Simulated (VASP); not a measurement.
TiB2, 3 atoms in the cell. Symmetry: P6/mmm, No. 191, hexagonal system. The conventional cell has a = 2.752 Å, b = 2.752 Å, c = 2.933 Å, α = 90.00°, β = 90.00°, γ = 120.00°. Within 3.0 Å of Ti (site symmetry 6/mmm) lie 12 B at 2.16 Å and 8 Ti at 2.75 to 2.93 Å. Within 2.2 Å of B (site symmetry -6m2) lie 3 B at 1.59 Å and 6 Ti at 2.16 Å. 

```yaml
Program: VASP 6.6.1
Task: relaxation of shape and atoms at fixed volume
Functional: PBEsol
Potentials_or_basis: VASP PAW PBE potentials, release 64 (Ti_sv, B)
Cutoff: 600 eV
k_mesh: 14 × 14 × 11
Occupations: fermi-dirac, width 0.05 eV
Spin: no spin polarisation
Dipole_correction: no
Further_INCAR_settings: ALGO = Normal; EDIFF = 1e-06; IBRION = 2; EDIFFG = -0.01; NSW = 50; ISIF = 4
```

Potentials or basis: VASP PAW PBE potentials, release 64 (Ti_sv, B).

Run with:

```sh
$ cat potpaw_PBE.64/Ti_sv/POTCAR potpaw_PBE.64/B/POTCAR > POTCAR
$ mpirun -np 1 vasp_std > vasp.out
```

Hardware: 1 thread of Intel Xeon 8259CL (shared host).

Q: Estimate the wall time of this run.

A: Wall time 84 s on 1 thread of Intel Xeon 8259CL, with other jobs on the host, peak memory 0.18 GiB. Counts: scf iterations 26, k points 144, ion steps 3.
